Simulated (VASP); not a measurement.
MnO2:

```
CELL_PARAMETERS angstrom
2.85658 0.00000 0.00000
-1.42829 2.47387 0.00000
0.00000 0.00000 4.41732
ATOMIC_POSITIONS crystal
Mn 0.00000 0.00000 0.50000
O 0.33333 0.66667 0.71259
O 0.66667 0.33333 0.28741
```

Base run:

```yaml
Program: VASP 6.6.1
Functional: PBEsol
Potentials_or_basis: VASP PAW PBE potentials, release 64 (Mn_pv, O)
Cutoff: 520 eV
k_mesh: 9 × 9 × 5
Occupations: fermi-dirac, width 0.05 eV
Spin: collinear spin, ferromagnetic start
Starting_moments: "[4.0, 0.0, 0.0] μB"
```

Its results: band gap on the k mesh 0.63 eV, indirect (least direct gap 0.70 eV); pressure 0.7 GPa; net moment 3.00 μB per cell; site moments Mn +2.83; O +0.04 μB; largest force 0.081 eV/Å.

**Question.** The run is repeated on the same cell with these changes: potentials or basis from VASP PAW PBE potentials, release 64 (Mn_pv, O) to VASP PAW PBE potentials, release 64 (Mn_sv, O); cutoff from 520 eV to 600 eV; further incar settings from ALGO = Normal; EDIFF = 1e-07; NBANDS = 24 to ALGO = Normal; EDIFF = 1e-06; NBANDS = 24; valence electrons from 25 to 27. What comes out?

**Answer.** Band gap on the k mesh 0.65 eV, indirect (least direct gap 0.72 eV); pressure -1.4 GPa; net moment 3.00 μB per cell; site moments Mn +2.72; O +0.04 μB; largest force 0.010 eV/Å.

Caveats: the PAW data sets were made with another functional, which shifts forces and pressure a little; a cell with one magnetic atom can't hold antiferromagnetic order, which such compounds often take.

A k mesh can miss the band edges.
